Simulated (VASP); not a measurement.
Runs of VASP 6.6.1 on CuO. The typed cell holds 8 atoms: a = 2.900 Å, b = 5.129 Å, c = 5.643 Å, α = 93.94°, β = 101.64°, γ = 97.69°. 

```csv
level,potentials or basis,U,k mesh,gap on the mesh (eV),pressure (GPa),largest force (eV/Å)
PBEsol+U,"VASP PAW PBE potentials, release 64 (Cu, O)",Cu d U = 5.3 eV,9 × 5 × 5,none,-3.3,2.32
LDA+U,"VASP PAW LDA potentials, release 64 (Cu, O)",Cu d U = 5.3 eV,9 × 5 × 5,none,(c),(b)
PBE,"VASP PAW PBE potentials, release 64 (Cu, O)",-,7 × 4 × 4,none,9.7,2.73
PBE,"VASP PAW PBE potentials, release 64 (Cu, O)",-,9 × 5 × 5,none,9.7,(a)
LDA,"VASP PAW LDA potentials, release 64 (Cu, O)",-,9 × 5 × 5,none,-5.6,2.44
```

Alike in all rows: task single point; no spin polarisation; cell as given; cutoff (eV) 520; smearing fermi-dirac 0.05 eV.

Question: Estimate the missing entries.

Answer: (a) 2.72; (b) 2.20; (c) -10.0.

Caveats: forces of over 1 eV/Å act on the atoms, so gaps and moduli don't describe the material at rest (some runs); semilocal functionals often make such compounds metallic where correlation or magnetic order opens a gap, which also shifts bond lengths (some runs); U without spin polarisation on a metal has little footing (some runs); the PAW data sets were made with another functional, which shifts forces and pressure a little (some runs).

A gap of «none» marks levels without a gap at the run's occupations.
